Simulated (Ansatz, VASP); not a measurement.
## NaH: VASP beside Ansatz

```
Na H
1.0
     5.70064    0.00000    0.00000
    -2.85032    4.93690    0.00000
     0.00000    0.00000    3.26017
Na H
3 3
Direct
  0.00000 0.00000 0.00000
  0.33333 0.66667 0.50000
  0.66667 0.33333 0.50000
  0.50000 0.00000 0.00000
  0.50000 0.50000 0.00000
  0.00000 0.50000 0.00000
```

Change from the starting cell: species swapped into the TaN type (P6/mmm, No. 191).

Alike in both runs: functional PBE; k mesh 6 × 6 × 6; occupations gaussian, width 0.1 eV; no spin polarisation.

Ansatz relaxed the structure, and its values are those at the end. VASP's run is a single point on that final structure, the one shown.

|  | VASP | Ansatz |
| --- | --- | --- |
| version | VASP 6.6.1 | Ansatz 0.2.0 |
| potentials or method | VASP PAW PBE potentials, release 64 (Na_pv, H), cutoff 520 eV | scalar-relativistic, plane waves, PAW |
| valence electrons in the cell | 24 | 30 |

|  | VASP | Ansatz | Ansatz less VASP |
| --- | --- | --- | --- |
| gap on the k mesh at the Fermi level (eV) | 1.15 | 1.15 | +0.003 |
| least direct gap on the mesh (eV) | 1.27 | 1.27 | +0.004 |
| pressure (GPa) | 0.2 | 0.2 | +0.03 |

VASP's potentials hold 24 valence electrons a cell and Ansatz's 30, so a difference there can come from the potentials and not from the codes.
